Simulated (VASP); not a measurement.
Write the native input for VASP 6.6.1 that does the following.

| Property | Result |
| --- | --- |
| Task | single point |
| Functional | PBE |
| Potentials or basis | VASP PAW PBE potentials, release 64 (K_sv) |
| Cutoff | 500 eV |
| k mesh | 6 × 6 × 6 |
| Occupations | fermi-dirac, width 0.025852 eV |
| Spin | no spin polarisation |
| Dipole correction | no |
| Further INCAR settings | ALGO = Normal; EDIFF = 1e-06; NBANDS = 10 |

The structure of K lies in POSCAR:

```
K
1.0
   -2.3518826289      2.3518826289      2.3518826289
    2.3518826289     -2.3518826289      2.3518826289
    2.3518826289      2.3518826289     -2.3518826289
K
1
Direct
    0.0000000000      0.0000000000      0.0000000000
```

The input as run:

INCAR

```
SYSTEM = K
ALGO = Normal
EDIFF = 1E-6
ENCUT = 500
GGA = PE
GGA_COMPAT = .FALSE.
ISIF = 2
ISMEAR = -1
LASPH = .TRUE.
LCHARG = .FALSE.
LREAL = .FALSE.
LWAVE = .FALSE.
NBANDS = 10
NELM = 120
PREC = Accurate
SIGMA = 0.025851999786435532
```

KPOINTS

```
k-points
0
G
  6 6 6
  0 0 0
```

Potentials or basis: VASP PAW PBE potentials, release 64 (K_sv).

Command:

```bash
$ cat potpaw_PBE.64/K_sv/POTCAR > POTCAR
$ mpirun -np 1 vasp_std > vasp.out
```

It gave:

```
Pressure               : 2.4 GPa
Band gap on the k mesh : zero (an odd number of electrons rules out a gap without spin polarisation)
```

Wall time 9.6 s on 1 thread of Intel Xeon 8259CL (shared host), peak memory 0.16 GiB.
